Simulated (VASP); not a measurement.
# GdB (Fm-3m) in VASP: notebook

GdB is run at these levels: PBE+U; tasks: single point.

Program: VASP 6.6.1. These are calculated values, not measurements. Logs are shortened: lines on timing, memory, paths and dates and some standing lists are left out, and cuts for length are marked.

## Step 1: The cell of the first run

It takes space group Fm-3m (No. 225, cubic). The conventional cell has a = 5.420 Å, b = 5.420 Å, c = 5.420 Å, α = 90.00°, β = 90.00°, γ = 90.00°. Within 3.6 Å of Gd (site symmetry m-3m) lie 6 B at 2.71 Å. B (site symmetry m-3m) has 6 Gd at 2.71 Å within 3.6 Å.

## Step 2: Single point, PBE+U, collinear spin, ferromagnetic start

File INCAR:

```
SYSTEM = GdB
PREC = Accurate
ENCUT = 520
EDIFF = 1E-6
ISMEAR = 0
SIGMA = 0.05
LREAL = .FALSE.
LASPH = .TRUE.
NELM = 150
ALGO = Normal
ISIF = 2
LWAVE = .FALSE.
LCHARG = .TRUE.
ISPIN = 2
MAGMOM = 0.5 0
LORBIT = 11
LMAXMIX = 6
LDAU = .TRUE.
LDAUTYPE = 2
LDAUL = 3 -1
LDAUU = 6 0
LDAUJ = 0 0
LDAUPRINT = 1
GGA = PE
LELF = .TRUE.
LVHAR = .TRUE.
NBANDS = 22
```

File KPOINTS:

```
regular mesh
0
G
  10 10 10
  0 0 0
```

File POSCAR:

```
GdB
1.0
    0.0000000000      2.7100395359      2.7100395359
    2.7100395359      0.0000000000      2.7100395359
    2.7100395359      2.7100395359      0.0000000000
Gd B
1 1
Direct
    0.5000000000      0.5000000000      0.5000000000
    0.0000000000      0.0000000000      0.0000000000
```

Potentials or basis: VASP PAW PBE potentials, release 64 (Gd, B).

Launch:

```console
cat potpaw_PBE.64/Gd/POTCAR potpaw_PBE.64/B/POTCAR > POTCAR
mpirun -np 1 vasp_std > vasp.out
```

OUTCAR:

```text
SYSTEM = GdB
   PREC = Accurate
   ENCUT = 520
   EDIFF = 1E-6
   ISMEAR = 0
   LREAL = .FALSE.
   LASPH = .TRUE.
   NELM = 150
   ISIF = 2
   ISPIN = 2
   LORBIT = 11
   GGA = PE

 ion  position               nearest neighbor table
   1  0.500  0.500  0.500-   2 2.71   2 2.71   2 2.71   2 2.71   2 2.71   2 2.71
   2  0.000  0.000  0.000-   1 2.71   1 2.71   1 2.71   1 2.71   1 2.71   1 2.71

  LATTYP: Found a face centered cubic cell.
 ALAT       =     5.4200790718

  Lattice vectors:

 A1 = (   0.0000000000,   2.7100395359,   2.7100395359)
 A2 = (   2.7100395359,   0.0000000000,   2.7100395359)
 A3 = (   2.7100395359,   2.7100395359,   0.0000000000)

Analysis of symmetry for initial positions (statically):
=====================================================================
 Subroutine PRICEL returns:
 Original cell was already a primitive cell.

 Routine SETGRP: Setting up the symmetry group for a
 face centered cubic supercell.

 Subroutine GETGRP returns: Found 48 space group operations
 (whereof 48 operations were pure point group operations)
 out of a pool of 48 trial point group operations.

The static configuration has the point symmetry O_h .

Analysis of symmetry for dynamics (positions and initial velocities):
=====================================================================
 Subroutine PRICEL returns:
 Original cell was already a primitive cell.

 Routine SETGRP: Setting up the symmetry group for a
 face centered cubic supercell.

 Subroutine GETGRP returns: Found 48 space group operations
 (whereof 48 operations were pure point group operations)
 out of a pool of 48 trial point group operations.

The dynamic configuration has the point symmetry O_h .

Analysis of structural, dynamic, and magnetic symmetry:
=====================================================================
 Subroutine PRICEL returns:
 Original cell was already a primitive cell.

 Routine SETGRP: Setting up the symmetry group for a
 face centered cubic supercell.

 Subroutine GETGRP returns: Found 48 space group operations
 (whereof 48 operations were pure point group operations)
 out of a pool of 48 trial point group operations.

The overall configuration has the point symmetry O_h .

 Subroutine INISYM returns: Found 48 space group operations
 (whereof 48 operations are pure point group operations),
 and found     1 'primitive' translations

----------------------------------------------------------------------------------------

                                     Primitive cell

  volume of cell :      39.8068

  direct lattice vectors                    reciprocal lattice vectors
     0.000000000  2.710039536  2.710039536    -0.184499153  0.184499153  0.184499153
     2.710039536  0.000000000  2.710039536     0.184499153 -0.184499153  0.184499153
     2.710039536  2.710039536  0.000000000     0.184499153  0.184499153 -0.184499153

  length of vectors
     3.832574666  3.832574666  3.832574666     0.319561908  0.319561908  0.319561908

  position of ions in fractional coordinates (direct lattice)
     0.500000000  0.500000000  0.500000000
     0.000000000  0.000000000  0.000000000

  ion indices of the primitive-cell ions
   primitive index   ion index
                 1           1
                 2           2

----------------------------------------------------------------------------------------

 KPOINTS: regular mesh

Automatic generation of k-mesh.
 Grid dimensions read from file:
 generate k-points for:   10   10   10
[... 64 lines left out ...]
   EDIFF  = 0.1E-05   stopping-criterion for ELM
   LREAL  =      F    real-space projection
   EDIFFG = 0.1E-04   stopping-criterion for IOM
   NSW    =      0    number of steps for IOM
   IBRION =     -1    ionic relax: 0-MD 1-quasi-New 2-CG
   NFREE  =      0    steps in history (QN), initial steepest desc. (CG)
   ISIF   =      2    stress and relaxation
   ISYM   =      2    0-nonsym 1-usesym 2-fastsym
   POTIM  = 0.5000    time-step for ionic-motion
   TEBEG  =    0.0;   TEEND  =   0.0 temperature during run
   PSTRESS=    0.0 pullay stress
   NELECT =      21.0000    total number of electrons
   NUPDOWN=      -1.0000    fix difference up-down
   EMIN   =  10.00;   EMAX   =-10.00  energy-range for DOS
   EFERMI =   0.00;   METHOD = LEGACY
   ISMEAR =     0;   SIGMA  =   0.05  broadening in eV -4-tet -1-fermi 0-gaus
   EFERMI_NEDOS =   21; number of points for ismear=-14 and -15
   IALGO  =     38    algorithm
   IMIX   =      4    mixing-type and parameters
     AMIX     =   0.40;   BMIX     =  1.00
     AMIX_MAG =   1.60;   BMIX_MAG =  1.00
  volume/ion in A,a.u.               =      19.90       134.31
  Fermi-wavevector in a.u.,A,eV,Ry     =   1.322804  2.499738 23.807631  1.749812
  Thomas-Fermi vector in A             =   2.452459
   LORBIT       =     11    0 simple, 1 ext, 2 COOP (PROOUT), +10 PAW based schemes
 LDA+U is selected, type is set to LDAUTYPE =  2
   angular momentum for each species LDAUL =     3   -1
   U (eV)           for each species LDAUU =   6.0  0.0
   J (eV)           for each species LDAUJ =   0.0  0.0
   GGA     = PE    functional components
   LHFCALC =     F    Hartree Fock is set to
   AEXX    =    0.0000 exact exchange contribution
   IVDW    =     0    specifies the selected vdW correction
   LEPSILON=     F    determine dielectric tensor
   LRPA    =     F    only Hartree local field effects (RPA)
 spin polarized calculation
 Gauss-broadening in eV      SIGMA  =   0.05
  energy-cutoff  :      520.00
  volume of cell :       39.81
 maximum number of plane-waves:      1090
 NGX is ok and might be reduce to    30
   NGX = 15   NGY = 15   NGZ = 15

atom =   1  type =  1  l = 3

 onsite density matrix

spin component  1

  0.9897 -0.0000 -0.0002  0.0000 -0.0000 -0.0000  0.0000
 -0.0000  0.9915 -0.0000 -0.0000 -0.0000  0.0000  0.0000
 -0.0002 -0.0000  0.9898 -0.0000  0.0000 -0.0000  0.0000
  0.0000 -0.0000 -0.0000  0.9895  0.0000 -0.0000 -0.0000
 -0.0000 -0.0000  0.0000  0.0000  0.9898  0.0000  0.0002
 -0.0000  0.0000 -0.0000 -0.0000  0.0000  0.9899 -0.0000
  0.0000  0.0000  0.0000 -0.0000  0.0002 -0.0000  0.9897

spin component  2

  0.0021  0.0000  0.0009  0.0000  0.0000  0.0000  0.0000
  0.0000  0.0003  0.0000  0.0000  0.0000 -0.0000 -0.0000
  0.0009  0.0000  0.0016 -0.0000  0.0000 -0.0000 -0.0000
  0.0000  0.0000 -0.0000  0.0028  0.0000 -0.0000 -0.0000
  0.0000  0.0000  0.0000  0.0000  0.0016  0.0000 -0.0009
  0.0000 -0.0000 -0.0000 -0.0000  0.0000  0.0009  0.0000
  0.0000 -0.0000 -0.0000 -0.0000 -0.0009  0.0000  0.0021

 occupancies and eigenvectors

  o =  0.0003  v =  0.0000  0.0000  0.0000  0.0000  0.0000  0.0000  0.0000  0.0000 -1.0000 -0.0000  0.0000 -0.0000 -0.0000 -0.0000      0.0000  0.0000  0.0000  0.0000  0.0000  0.0000  0.0000  0.0000  0.0000  0.0000  0.0000  0.0000  0.0000  0.0000
  o =  0.0009  v =  0.0000  0.0000  0.0000  0.0000  0.0000  0.0000  0.0000 -0.0001 -0.0000  0.0002  0.0000  0.7906 -0.0000  0.6124      0.0000  0.0000  0.0000  0.0000  0.0000  0.0000  0.0000  0.0000  0.0000  0.0000  0.0000  0.0000  0.0000  0.0000
  o =  0.0009  v =  0.0000  0.0000  0.0000  0.0000  0.0000  0.0000  0.0000 -0.6124 -0.0000  0.7906  0.0000 -0.0002  0.0000 -0.0001      0.0000  0.0000  0.0000  0.0000  0.0000  0.0000  0.0000  0.0000  0.0000  0.0000  0.0000  0.0000  0.0000  0.0000
  o =  0.0009  v =  0.0000  0.0000  0.0000  0.0000  0.0000  0.0000  0.0000 -0.0000  0.0000  0.0000 -0.0000 -0.0000 -1.0000 -0.0000      0.0000  0.0000  0.0000  0.0000  0.0000  0.0000  0.0000  0.0000  0.0000  0.0000  0.0000  0.0000  0.0000  0.0000
  o =  0.0028  v =  0.0000  0.0000  0.0000  0.0000  0.0000  0.0000  0.0000 -0.0000  0.0000 -0.0000 -1.0000  0.0000  0.0000 -0.0000      0.0000  0.0000  0.0000  0.0000  0.0000  0.0000  0.0000  0.0000  0.0000  0.0000  0.0000  0.0000  0.0000  0.0000
  o =  0.0028  v =  0.0000  0.0000  0.0000  0.0000  0.0000  0.0000  0.0000  0.0008 -0.0000  0.0006 -0.0000 -0.6124 -0.0000  0.7906      0.0000  0.0000  0.0000  0.0000  0.0000  0.0000  0.0000  0.0000  0.0000  0.0000  0.0000  0.0000  0.0000  0.0000
  o =  0.0028  v =  0.0000  0.0000  0.0000  0.0000  0.0000  0.0000  0.0000  0.7906  0.0000  0.6124 -0.0000  0.0006 -0.0000 -0.0008      0.0000  0.0000  0.0000  0.0000  0.0000  0.0000  0.0000  0.0000  0.0000  0.0000  0.0000  0.0000  0.0000  0.0000
  o =  0.9895  v = -0.0000  0.0000 -0.0000  1.0000  0.0000  0.0000 -0.0001  0.0000  0.0000  0.0000  0.0000  0.0000  0.0000  0.0000      0.0000  0.0000  0.0000  0.0000  0.0000  0.0000  0.0000  0.0000  0.0000  0.0000  0.0000  0.0000  0.0000  0.0000
  o =  0.9895  v =  0.7906 -0.0000  0.6124  0.0000  0.0002  0.0000 -0.0002  0.0000  0.0000  0.0000  0.0000  0.0000  0.0000  0.0000      0.0000  0.0000  0.0000  0.0000  0.0000  0.0000  0.0000  0.0000  0.0000  0.0000  0.0000  0.0000  0.0000  0.0000
  o =  0.9895  v = -0.0002 -0.0000 -0.0002 -0.0001  0.6124 -0.0000 -0.7906  0.0000  0.0000  0.0000  0.0000  0.0000  0.0000  0.0000      0.0000  0.0000  0.0000  0.0000  0.0000  0.0000  0.0000  0.0000  0.0000  0.0000  0.0000  0.0000  0.0000  0.0000
  o =  0.9899  v =  0.6124  0.0000 -0.7906  0.0000  0.0001 -0.0000  0.0001  0.0000  0.0000  0.0000  0.0000  0.0000  0.0000  0.0000      0.0000  0.0000  0.0000  0.0000  0.0000  0.0000  0.0000  0.0000  0.0000  0.0000  0.0000  0.0000  0.0000  0.0000
  o =  0.9899  v =  0.0001 -0.0000 -0.0001  0.0000 -0.7906  0.0000 -0.6124  0.0000  0.0000  0.0000  0.0000  0.0000  0.0000  0.0000      0.0000  0.0000  0.0000  0.0000  0.0000  0.0000  0.0000  0.0000  0.0000  0.0000  0.0000  0.0000  0.0000  0.0000
  o =  0.9899  v = -0.0000  0.0000  0.0000  0.0000 -0.0000 -1.0000 -0.0000  0.0000  0.0000  0.0000  0.0000  0.0000  0.0000  0.0000      0.0000  0.0000  0.0000  0.0000  0.0000  0.0000  0.0000  0.0000  0.0000  0.0000  0.0000  0.0000  0.0000  0.0000
  o =  0.9915  v = -0.0000  1.0000  0.0000 -0.0000  0.0000  0.0000 -0.0000  0.0000  0.0000  0.0000  0.0000  0.0000  0.0000  0.0000      0.0000  0.0000  0.0000  0.0000  0.0000  0.0000  0.0000  0.0000  0.0000  0.0000  0.0000  0.0000  0.0000  0.0000

 number of electron      20.9999996 magnetization       8.0498197

 Free energy of the ion-electron system (eV)
  ---------------------------------------------------
  ext. energy  EPLUGINS =         0.00000000
  ---------------------------------------------------
  free energy    TOTEN  =       -17.34144212 eV

  energy without entropy =      -17.33752240  energy(sigma->0) =      -17.33948226

 E-fermi :   2.7182     XC(G=0): -10.4718

 val. band max:        2.7179732860   @ k =  -0.4000   0.2000   0.1000
 cond. band min:       2.7216974866   @ k =  -0.4000   0.4000   0.1000
 fundamental gap:      0.0037242006
 Fermi energy:         2.7181688730

 spin component 1

 k-point     1 :       0.0000    0.0000    0.0000
  band No.  band energies     occupation
      1     -41.5442      1.00000
      2     -18.7284      1.00000
      3     -18.7284      1.00000
      4     -18.7284      1.00000
      5      -4.9971      1.00000
      6      -4.1599      1.00000
[... 1193 lines left out ...]
     21      13.5668      0.00000
     22      14.5418      0.00000

 [... further k-points ...]

------------------------ aborting loop because EDIFF is reached ----------------------------------------

  FORCE on cell =-STRESS in cart. coord.  units (eV):
  Direction    XX          YY          ZZ          XY          YZ          ZX
  --------------------------------------------------------------------------------------
  -------------------------------------------------------------------------------------
  Total        0.0052993      0.0052993      0.0052993      0.0000000      0.0000000      0.0000000
  in kB        0.2132919      0.2132919      0.2132919      0.0000000      0.0000000      0.0000000
  external PRESSURE =       0.2132919 kB  Pullay stress =       0.0000000 kB

 VOLUME and BASIS-vectors are now :
 -----------------------------------------------------------------------------
  energy-cutoff  :      520.00
  volume of cell :       39.81
      direct lattice vectors                 reciprocal lattice vectors
     0.000000000  2.710039536  2.710039536    -0.184499153  0.184499153  0.184499153
     2.710039536  0.000000000  2.710039536     0.184499153 -0.184499153  0.184499153
     2.710039536  2.710039536  0.000000000     0.184499153  0.184499153 -0.184499153

 POSITION                                       TOTAL-FORCE (eV/Angst)
 -----------------------------------------------------------------------------------
      2.71004      2.71004      2.71004        -0.000000     -0.000000     -0.000000
      0.00000      0.00000      0.00000         0.000000      0.000000      0.000000
 -----------------------------------------------------------------------------------
    total drift:                                0.000000     -0.000000      0.000000

  FREE ENERGIE OF THE ION-ELECTRON SYSTEM (eV)
  ---------------------------------------------------
  free  energy   TOTEN  =       -17.3414421199 eV

  energy  without entropy=      -17.3375224044  energy(sigma->0) =      -17.33948226

 total charge

# of ion       s       p       d       f       tot
--------------------------------------------------
    1        2.044   5.625   0.576   6.934  15.180
    2        0.779   0.854   0.000   0.000   1.633
--------------------------------------------------
tot          2.822   6.480   0.576   6.934  16.812

 magnetization (x)

# of ion       s       p       d       f       tot
--------------------------------------------------
    1       -0.005  -0.063   0.203   6.912   7.047
    2       -0.003   0.222   0.000   0.000   0.219
--------------------------------------------------
tot         -0.008   0.159   0.203   6.912   7.267
```

Run time: 5.2 min. Hardware: 1 thread of AMD EPYC 9R45 (Zen 5), shared host; peak memory 0.22 GiB.

What came out:

```yaml
Free_energy: -17.3414 eV
Pressure: 0.0 GPa
Net_moment: 8.05 μB per cell
Site_moments: Gd +7.05; B +0.22 μB
Valence_electrons_inside_the_program's_atomic_spheres: Gd 15.18; B 1.63
```

Levels at points of the mesh, in eV from the Fermi level:
Spin up:
| k point | band 11 | band 12 | band 13 | band 14 | band 15 | band 16 | band 17 | band 18 | band 19 | band 20 |
| --- | --- | --- | --- | --- | --- | --- | --- | --- | --- | --- |
| (0.00, 0.00, 0.00) | -6.79 | -6.79 | 1.99 | 1.99 | 1.99 | 2.23 | 2.23 | 2.23 | 3.38 | 3.38 |
| (0.50, 0.00, 0.00) | -6.78 | -4.63 | -3.45 | -1.07 | -1.07 | 4.95 | 4.95 | 5.46 | 5.95 | 9.85 |
| (0.50, 0.50, 0.00) | -6.82 | -6.19 | -0.85 | -0.33 | 1.26 | 1.26 | 4.78 | 5.97 | 5.97 | 7.15 |
Spin down:
```csv
k point,band 2,band 3,band 4,band 5,band 6,band 7,band 8,band 9,band 10,band 11
"(0.00, 0.00, 0.00)",-19.07,-19.07,-19.07,-6.96,2.22,2.22,2.22,2.99,2.99,2.99
"(0.50, 0.00, 0.00)",-19.64,-19.12,-19.12,-3.96,-2.68,-0.26,-0.26,3.97,4.31,4.31
"(0.50, 0.50, 0.00)",-19.57,-19.26,-19.26,-5.48,0.05,0.51,1.70,1.70,4.39,4.42
```

Eigenvalues of the final occupation matrices:
| site | spin | trace | eigenvalues |
| --- | --- | --- | --- |
| site 1 f | 1 | 6.93 | 0.99 0.99 0.99 0.99 0.99 0.99 0.99 |
| site 1 f | 2 | 0.01 | 0.00 0.00 0.00 0.00 0.00 0.00 0.00 |

Caveat: spin-orbit coupling is left out, which moves the levels of the heavy elements; a cell with one magnetic atom can't hold antiferromagnetic order, which such compounds often take. The state reached can hang on the start; a lower one may exist.

(Part 1 of 2 ends here.)
